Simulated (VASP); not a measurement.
# TiO2 (Pbcn) in VASP: notebook, part 2 of 2

VASP 6.6.1.

**3. Single point, PBE**

INCAR reads:

```
SYSTEM = TiO2
  PREC = Accurate
  ENCUT = 520
  EDIFF = 1E-7
  ISMEAR = -1
  SIGMA = 0.02
  LREAL = .FALSE.
  LASPH = .TRUE.
  NELM = 100
  ALGO = Normal
  ISIF = 2
  LWAVE = .FALSE.
  LCHARG = .FALSE.
  GGA = PE
  NBANDS = 60
```

KPOINTS reads:

```
Automatic mesh
0
G
  4 4 4
  0 0 0
```

POSCAR reads:

```
TiO2
1.0
    4.5150000000      0.0000000000      0.0000000000
    0.0000000000      5.4970000000      0.0000000000
    0.0000000000      0.0000000000      4.9390000000
Ti O
4 8
Direct
    0.0000000000      0.1745285413      0.2500000000
    0.5000000000      0.3254714587      0.7500000000
    0.0000000000      0.8254714587      0.7500000000
    0.5000000000      0.6745285413      0.2500000000
    0.2703987545      0.3819139648      0.4196931073
    0.2296012455      0.1180860352      0.9196931073
    0.7703987545      0.1180860352      0.5803068927
    0.7296012455      0.3819139648      0.0803068927
    0.7296012455      0.6180860352      0.5803068927
    0.7703987545      0.8819139648      0.0803068927
    0.2296012455      0.8819139648      0.4196931073
    0.2703987545      0.6180860352      0.9196931073
```

Potentials or basis: VASP PAW PBE potentials, release 64 (Ti_sv, O).

Run with:

```
> cat potpaw_PBE.64/Ti_sv/POTCAR potpaw_PBE.64/O/POTCAR > POTCAR
> mpirun -np 1 vasp_std > vasp.out
```

OUTCAR:

```text
SYSTEM = TiO2
   PREC = Accurate
   ENCUT = 520
   EDIFF = 1E-7
   ISMEAR = -1
   LREAL = .FALSE.
   LASPH = .TRUE.
   NELM = 100
   ISIF = 2
   GGA = PE

 ion  position               nearest neighbor table
   1  0.000  0.175  0.250-   5 1.87   8 1.87   7 1.96   6 1.96  10 2.09  11 2.09
   2  0.500  0.325  0.750-   6 1.87   7 1.87   5 1.96   8 1.96   9 2.09  12 2.09
   3  0.000  0.825  0.750-   9 1.87  12 1.87  11 1.96  10 1.96   6 2.09   7 2.09
   4  0.500  0.675  0.250-  10 1.87  11 1.87   9 1.96  12 1.96   5 2.09   8 2.09
   5  0.270  0.382  0.420-   1 1.87   2 1.96   4 2.09
   6  0.230  0.118  0.920-   2 1.87   1 1.96   3 2.09
   7  0.770  0.118  0.580-   2 1.87   1 1.96   3 2.09
   8  0.730  0.382  0.080-   1 1.87   2 1.96   4 2.09
   9  0.730  0.618  0.580-   3 1.87   4 1.96   2 2.09
  10  0.770  0.882  0.080-   4 1.87   3 1.96   1 2.09
  11  0.230  0.882  0.420-   4 1.87   3 1.96   1 2.09
  12  0.270  0.618  0.920-   3 1.87   4 1.96   2 2.09

  LATTYP: Found a simple orthorhombic cell.
 ALAT       =     4.5150000000
 B/A-ratio  =     1.0939091916
 C/A-ratio  =     1.2174972315

  Lattice vectors:

 A1 = (  -4.5150000000,   0.0000000000,   0.0000000000)
 A2 = (   0.0000000000,   0.0000000000,   4.9390000000)
 A3 = (   0.0000000000,   5.4970000000,   0.0000000000)

Analysis of symmetry for initial positions (statically):
=====================================================================
 Subroutine PRICEL returns:
 Original cell was already a primitive cell.

 Routine SETGRP: Setting up the symmetry group for a
 simple orthorhombic supercell.

 Subroutine GETGRP returns: Found  8 space group operations
 (whereof  2 operations were pure point group operations)
 out of a pool of  8 trial point group operations.

The static configuration has the point symmetry S_2 .
 The point group associated with its full space group is D_2h.
[... 156 lines left out ...]
  Fermi-wavevector in a.u.,A,eV,Ry     =   1.509006  2.851609 30.981829  2.277100
  Thomas-Fermi vector in A             =   2.619386
   LORBIT       =      0    0 simple, 1 ext, 2 COOP (PROOUT), +10 PAW based schemes
   GGA     = PE    functional components
   LHFCALC =     F    Hartree Fock is set to
   AEXX    =    0.0000 exact exchange contribution
   IVDW    =     0    specifies the selected vdW correction
   LEPSILON=     F    determine dielectric tensor
   LRPA    =     F    only Hartree local field effects (RPA)
 non-spin polarized calculation
  energy-cutoff  :      520.00
  volume of cell :      122.58
 maximum number of plane-waves:      3320
 NGX is ok and might be reduce to    36
   NGX = 17   NGY = 21   NGZ = 19

 number of electron      96.0000011 magnetization

 Free energy of the ion-electron system (eV)
  ---------------------------------------------------
  ext. energy  EPLUGINS =         0.00000000
  ---------------------------------------------------
  free energy    TOTEN  =      -107.33339514 eV

  energy without entropy =     -107.33339514  energy(sigma->0) =     -107.33339514

 E-fermi :   5.3104     XC(G=0): -11.5509

 val. band max:        4.7115362679   @ k =   0.0000   0.0000   0.0000
 cond. band min:       7.3215113188   @ k =   0.0000   0.0000   0.5000
 fundamental gap:      2.6099750509
 Fermi energy:         5.3104322889

 k-point     1 :       0.0000    0.0000    0.0000
  band No.  band energies     occupation
      1     -51.7253      2.00000
      2     -51.7025      2.00000
      3     -51.6962      2.00000
      4     -51.6908      2.00000
      5     -28.1653      2.00000
      6     -28.0913      2.00000
[... 1501 lines left out ...]
     59       8.6938      0.00000
     60       8.6938      0.00000

 [... further k-points ...]
[... 5 lines left out ...]
  --------------------------------------------------------------------------------------
  -------------------------------------------------------------------------------------
  Total        5.3593744      5.1004324      3.0780518      0.0000000      0.0000000      0.0000000
  in kB       70.0490364     66.6645673     40.2312925      0.0000000      0.0000000      0.0000000
  external PRESSURE =      58.9816321 kB  Pullay stress =       0.0000000 kB

 VOLUME and BASIS-vectors are now :
 -----------------------------------------------------------------------------
  energy-cutoff  :      520.00
  volume of cell :      122.58
      direct lattice vectors                 reciprocal lattice vectors
     4.515000000  0.000000000  0.000000000     0.221483942  0.000000000  0.000000000
     0.000000000  5.497000000  0.000000000     0.000000000  0.181917409  0.000000000
     0.000000000  0.000000000  4.939000000     0.000000000  0.000000000  0.202470136

 POSITION                                       TOTAL-FORCE (eV/Angst)
 -----------------------------------------------------------------------------------
      0.00000      0.95938      1.23475        -0.000000     -0.034948     -0.000000
      2.25750      1.78912      3.70425        -0.000000      0.034948     -0.000000
      0.00000      4.53762      3.70425        -0.000000      0.034948      0.000000
      2.25750      3.70788      1.23475        -0.000000     -0.034948      0.000000
      1.22085      2.09938      2.07286         0.010283      0.027270      0.001106
      1.03665      0.64912      4.54236        -0.010283     -0.027270      0.001106
      3.47835      0.64912      2.86614         0.010283     -0.027270     -0.001106
      3.29415      2.09938      0.39664        -0.010283      0.027270     -0.001106
      3.29415      3.39762      2.86614        -0.010283     -0.027270     -0.001106
      3.47835      4.84788      0.39664         0.010283      0.027270     -0.001106
      1.03665      4.84788      2.07286        -0.010283      0.027270      0.001106
      1.22085      3.39762      4.54236         0.010283     -0.027270      0.001106
 -----------------------------------------------------------------------------------
    total drift:                               -0.000000     -0.000000      0.000000

  FREE ENERGIE OF THE ION-ELECTRON SYSTEM (eV)
  ---------------------------------------------------
  free  energy   TOTEN  =      -107.3333951400 eV

  energy  without entropy=     -107.3333951400  energy(sigma->0) =     -107.33339514
```

OSZICAR:

```text
N       E                     dE             d eps       ncg     rms          rms(c)
DAV:   1     0.152797129151E+04    0.15280E+04   -0.47944E+04  3248   0.192E+03
DAV:   2     0.181953188800E+03   -0.13460E+04   -0.12727E+04  3284   0.597E+02
DAV:   3    -0.118593421244E+03   -0.30055E+03   -0.28989E+03  4112   0.243E+02
DAV:   4    -0.140787556673E+03   -0.22194E+02   -0.22137E+02  4720   0.722E+01
DAV:   5    -0.142067292163E+03   -0.12797E+01   -0.12792E+01  5000   0.141E+01    0.449E+01
DAV:   6    -0.108283943238E+03    0.33783E+02   -0.20639E+02  4448   0.988E+01    0.173E+01
DAV:   7    -0.107765243305E+03    0.51870E+00   -0.32539E+01  4320   0.332E+01    0.114E+01
DAV:   8    -0.107752061127E+03    0.13182E-01   -0.80742E+00  4164   0.200E+01    0.633E+00
DAV:   9    -0.107316330587E+03    0.43573E+00   -0.27493E+00  4204   0.111E+01    0.142E+00
DAV:  10    -0.107341808797E+03   -0.25478E-01   -0.20033E-01  3864   0.251E+00    0.677E-01
DAV:  11    -0.107333290520E+03    0.85183E-02   -0.34479E-02  3916   0.993E-01    0.118E-01
DAV:  12    -0.107333664323E+03   -0.37380E-03   -0.21176E-03  3896   0.295E-01    0.156E-01
DAV:  13    -0.107333393493E+03    0.27083E-03   -0.91629E-04  4248   0.179E-01    0.298E-02
DAV:  14    -0.107333394076E+03   -0.58272E-06   -0.79975E-05  4688   0.586E-02    0.147E-02
DAV:  15    -0.107333395508E+03   -0.14315E-05   -0.18809E-05  4336   0.299E-02    0.556E-03
DAV:  16    -0.107333395074E+03    0.43337E-06   -0.12245E-06  3984   0.659E-03    0.184E-03
DAV:  17    -0.107333395140E+03   -0.65689E-07   -0.92713E-08  1756   0.190E-03
   1 F= -.10733340E+03 E0= -.10733340E+03  d E =-.213642E-14
```

stdout:

```text
POSCAR found type information on POSCAR TiO
 POSCAR found :  2 types and      12 ions
 scaLAPACK will be used
 LDA part: xc-table for (Slater+PW92), standard interpolation
 POSCAR, INCAR and KPOINTS ok, starting setup
 FFT: planning ... GRIDC
 FFT: planning ... GRID_SOFT
 FFT: planning ... GRID
 WAVECAR not read
 entering main loop
```

Run time: 2.8 min. Hardware: 1 thread of AMD EPYC 7R13 (Zen 3), shared host; peak memory 0.28 GiB.

What came out:

```
Free energy            : -107.3334 eV
Pressure               : 5.9 GPa
Largest force          : 0.035 eV/Å
Band gap on the k mesh : 2.61 eV, indirect (least direct gap 2.64 eV)
```

Forces in eV/Å, atoms in the order of the input:
```
Ti   0.000 -0.035  0.000
Ti   0.000  0.035  0.000
Ti   0.000  0.035  0.000
Ti   0.000 -0.035  0.000
O    0.010  0.027  0.001
O   -0.010 -0.027  0.001
O    0.010 -0.027 -0.001
O   -0.010  0.027 -0.001
O   -0.010 -0.027 -0.001
O    0.010  0.027 -0.001
O   -0.010  0.027  0.001
O    0.010 -0.027  0.001
```
